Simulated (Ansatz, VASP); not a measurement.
**Fe in VASP and in Ansatz**

The input INCAR:

```
SYSTEM = Fe
PREC = Accurate
ENCUT = 600
EDIFF = 1E-6
ISMEAR = 0
SIGMA = 0.1
LREAL = .False.
LASPH = .True.
NELM = 200
ALGO = Normal
ISIF = 2
LWAVE = .False.
LCHARG = .False.
ISPIN = 2
MAGMOM = 4
LORBIT = 11
LMAXMIX = 4
GGA = PE
NBANDS = 14
GGA_COMPAT = .False.
```

KPOINTS

```
Automatic mesh
0
Gamma
  8 8 8
  0 0 0
```

Contents of POSCAR:

```
Fe
1.0
   -1.4430000000      1.4430000000      1.4430000000
    1.4430000000     -1.4430000000      1.4430000000
    1.4430000000      1.4430000000     -1.4430000000
Fe
1
Direct
    0.0000000000      0.0000000000      0.0000000000
```

Input for Ansatz:

```yaml
crystal:
  lattice:
    - [-1.443, 1.443, 1.443]
    - [1.443, -1.443, 1.443]
    - [1.443, 1.443, -1.443]
  atoms:
    - { symbol: Fe, position: [0.0, 0.0, 0.0], spin: 4.0 }
basis:
  ecutwfc: 420
kpoints:
  mp_grid: { grid: [8, 8, 8] }
hamiltonian:
  xc: pbe
scf:
  occupations: { method: gaussian, width: 0.1 }
  lower_state_search: "off"
output:
  forces: true
  stress: true
  eigenvalues: true
  populations: true
magnetization:
  spin_polarized: true
```

Alike in both runs: task single point; functional PBE; k mesh 8 × 8 × 8; occupations gaussian, width 0.1 eV; collinear spin.

```csv
,VASP,Ansatz
version,VASP 6.6.1,Ansatz 0.2.0
potentials or method,"VASP PAW PBE potentials, release 64 (Fe), cutoff 600 eV","scalar-relativistic, plane waves, PAW"
valence electrons in the cell,8,16
```

|  | VASP | Ansatz | Ansatz less VASP |
| --- | --- | --- | --- |
| gap on the k mesh at the Fermi level (eV) | none | none | - |
| pressure (GPa) | -8.0 | -7.4 | +0.59 |
| net moment per atom (μB) | 2.36 | 2.36 | -0.002 |
| size of the moment on the site where the two differ most (μB) | 2.37 | 2.42 | +0.048 |

Site moments also hang on the region over which each program counts them. A gap of «none» marks a metal or a gap that the smearing closes. The functional is the same, so the differences come from potentials, cutoffs and numerics. VASP's potentials hold 8 valence electrons a cell and Ansatz's 16, so a difference there can come from the potentials and not from the codes.

The k mesh is coarse, so the values compare programs but aren't converged.
